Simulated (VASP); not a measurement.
Here is a VASP 6.6.1 calculation.

INCAR

```
  ALGO = Normal
  EDIFF = 1E-6
  ENCUT = 520
  GGA = CA
  ISIF = 2
  ISMEAR = -1
  ISPIN = 2
  LASPH = T
  LCHARG = F
  LMAXMIX = 4
  LORBIT = 11
  LREAL = F
  LWAVE = F
  MAGMOM = 1.7 -1.7
  NBANDS = 20
  NELM = 150
  PREC = Accurate
  SIGMA = 0.05
```

The input KPOINTS:

```
k-points
0
Gamma
  11 11 11
```

The input POSCAR:

```
Co
1.0
    2.7004234380      0.0000000000      0.0000000000
    0.0000000000      2.7004234380      0.0000000000
    0.0000000000      0.0000000000      2.7004234380
Co
2
Direct
    0.0000000000      0.0000000000      0.0000000000
    0.5000000000      0.5000000000      0.5000000000
```

Potentials or basis: VASP PAW LDA potentials, release 64 (Co).

The run is started by

```bash
$ cat potpaw_LDA.64/Co/POTCAR > POTCAR
$ mpirun -np 1 vasp_std > vasp.out
```

(1) Estimate the band gap on the k mesh.

(2) What does it give for the site moments?

(3) Predict the net moment.

Answers

(1) zero (filled and empty bands overlap).

(2) Co +0.51, -0.51 μB.

(3) 0.00 μB per cell.
